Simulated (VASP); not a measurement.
Write the native input for VASP 6.6.1 that does the following.

| Quantity | Value |
| --- | --- |
| Task | single point |
| Functional | r2SCAN |
| Potentials or basis | VASP PAW PBE potentials, release 64 (Li_sv, Pt, Se) |
| Cutoff | 520 eV |
| k mesh | 12 × 12 × 4 |
| Occupations | gaussian, width 0.1 eV |
| Spin | no spin polarisation |
| Dipole correction | no |
| Further INCAR settings | ALGO = Normal; EDIFF = 1e-06; NBANDS = 35 |

LiPtSe2:

```
CELL_PARAMETERS angstrom
3.84458 0.00000 0.00000
-1.92229 3.32950 0.00000
0.00000 0.00000 12.45579
ATOMIC_POSITIONS crystal
Li 0.00000 0.00000 0.25000
Li 0.00000 0.00000 0.75000
Pt 0.00000 0.00000 0.00000
Pt 0.00000 0.00000 0.50000
Se 0.33333 0.66667 0.10623
Se 0.66667 0.33333 0.89377
Se 0.66667 0.33333 0.60623
Se 0.33333 0.66667 0.39377
```

The input as run:

POSCAR

```
LiPtSe2
1.0
    3.8445794080      0.0000000000      0.0000000000
   -1.9222897040      3.3295034342      0.0000000000
    0.0000000000      0.0000000000     12.4557862744
Li Pt Se
2 2 4
Direct
    0.0000000000      0.0000000000      0.2500000000
    0.0000000000      0.0000000000      0.7500000000
    0.0000000000      0.0000000000      0.0000000000
    0.0000000000      0.0000000000      0.5000000000
    0.3333333333      0.6666666667      0.1062337055
    0.6666666667      0.3333333333      0.8937662945
    0.6666666667      0.3333333333      0.6062337055
    0.3333333333      0.6666666667      0.3937662945
```

INCAR.step1

```
PREC = Accurate ; ENCUT = 520
ISMEAR = 0 ; SIGMA = 0.1
LREAL = F ; LASPH = T
NELM = 80 ; NBANDS = 35
GGA = PE ; ALGO = Normal
EDIFF = 1E-4 ; LWAVE = T
LCHARG = F
```

INCAR.step2

```
PREC = Accurate ; ENCUT = 520
EDIFF = 1E-6 ; ISMEAR = 0
SIGMA = 0.1 ; LREAL = F
LASPH = T ; NELM = 80
ALGO = Normal ; ISIF = 2
LWAVE = F ; LCHARG = F
METAGGA = R2SCAN ; LMIXTAU = T
NBANDS = 35 ; ISTART = 1
```

KPOINTS

```
regular mesh
0
Gamma
  12 12 4
```

Potentials or basis: VASP PAW PBE potentials, release 64 (Li_sv, Pt, Se).

The run is started by

```sh
$ cat potpaw_PBE.64/Li_sv/POTCAR potpaw_PBE.64/Pt/POTCAR potpaw_PBE.64/Se/POTCAR > POTCAR
$ cp INCAR.step1 INCAR
$ mpirun -np 1 vasp_std > vasp.out
$ cp INCAR.step2 INCAR
$ mpirun -np 1 vasp_std > vasp.out
```

Results of the run:

```json
{
  "Largest force": "0.086 eV/Å",
  "Band gap on the k mesh": "zero (bands 25 and 26 overlap by 1.76 eV)"
}
```

Caveat: the PAW data sets were made with another functional, which shifts forces and pressure a little; spin-orbit coupling is left out, which moves the levels of the heavy elements.

Wall time 15 min on 1 thread of Intel(R) Xeon(R) 6975P-C (Granite Rapids), with other jobs on the host, peak memory 0.49 GiB.
